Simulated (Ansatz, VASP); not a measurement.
ZnSnN in VASP and in Ansatz

```
Zn Sn N
1.0
     4.44872    0.00000    0.00000
    -2.22436    3.85271    0.00000
     0.00000    0.00000    3.06354
Zn Sn N
1 1 1
Direct
  0.33333 0.66667 0.00000
  0.66667 0.33333 0.00000
  0.00000 0.00000 0.50000
```

Change from the starting cell: species swapped into the TmNiAs type (P-6m2, No. 187).

Alike in both runs: functional PBE; k mesh 6 × 6 × 6; occupations gaussian, width 0.1 eV; no spin polarisation.

Ansatz relaxed the structure, and its values are those at the end. VASP's run is a single point on that final structure, the one shown.

|  | VASP | Ansatz |
| --- | --- | --- |
| version | VASP 6.6.1 | Ansatz 0.2.0 |
| potentials or method | VASP PAW PBE potentials, release 64 (Zn, Sn_d, N), cutoff 520 eV | scalar-relativistic, plane waves, PAW |
| valence electrons in the cell | 31 | 31 |

```csv
,VASP,Ansatz,Ansatz less VASP
gap on the k mesh at the Fermi level (eV),none,none,-
pressure (GPa),0.2,0.1,-0.03
```

A gap of «none» marks a metal or a gap that the smearing closes. With one functional, cell and mesh, what is left measures potentials, basis and numerics.
